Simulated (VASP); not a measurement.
A run of VASP 6.6.1 is set up as follows.

The input POSCAR:

```
SiC
1.0
    4.3563301053      0.0000000000      0.0000000000
    0.0000000000      4.3563301053      0.0000000000
    0.0000000000      0.0000000000      4.3563301053
Si C
4 4
Direct
    0.0000000000      0.0000000000      0.0000000000
    0.0000000000      0.5000000000      0.5000000000
    0.5000000000      0.0000000000      0.5000000000
    0.5000000000      0.5000000000      0.0000000000
    0.2500000000      0.2500000000      0.2500000000
    0.2500000000      0.7500000000      0.7500000000
    0.7500000000      0.2500000000      0.7500000000
    0.7500000000      0.7500000000      0.2500000000
```

File INCAR.step1:

```
PREC = Accurate ; ENCUT = 520
ISMEAR = 0 ; SIGMA = 0.01
LREAL = F ; LASPH = T
NELM = 60 ; NBANDS = 26
GGA = PE ; ALGO = Normal
EDIFF = 1E-4 ; LWAVE = T
LCHARG = F
```

INCAR.step2

```
PREC = Accurate ; ENCUT = 520
EDIFF = 1E-6 ; ISMEAR = 0
SIGMA = 0.01 ; LREAL = F
LASPH = T ; NELM = 60
ALGO = Normal ; ISIF = 2
LWAVE = F ; LCHARG = T
METAGGA = R2SCAN ; LMIXTAU = T
LELF = T ; LVHAR = T
NBANDS = 26 ; ISTART = 1
```

KPOINTS

```
regular mesh
0
Gamma
  6 6 6
```

Potentials or basis: VASP PAW PBE potentials, release 64 (Si, C).

Launch:

```console
$ cat potpaw_PBE.64/Si/POTCAR potpaw_PBE.64/C/POTCAR > POTCAR
$ cp INCAR.step1 INCAR
$ mpirun -np 1 vasp_std > vasp.out
$ cp INCAR.step2 INCAR
$ mpirun -np 1 vasp_std > vasp.out
```

Estimate the band gap on the k mesh.

1.72 eV.

Estimate the pressure.

-0.2 GPa.

Caveat: the PAW data sets were made with another functional, which shifts forces and pressure a little. r2SCAN opens gaps a little over a GGA but as a rule still falls short of measured ones.
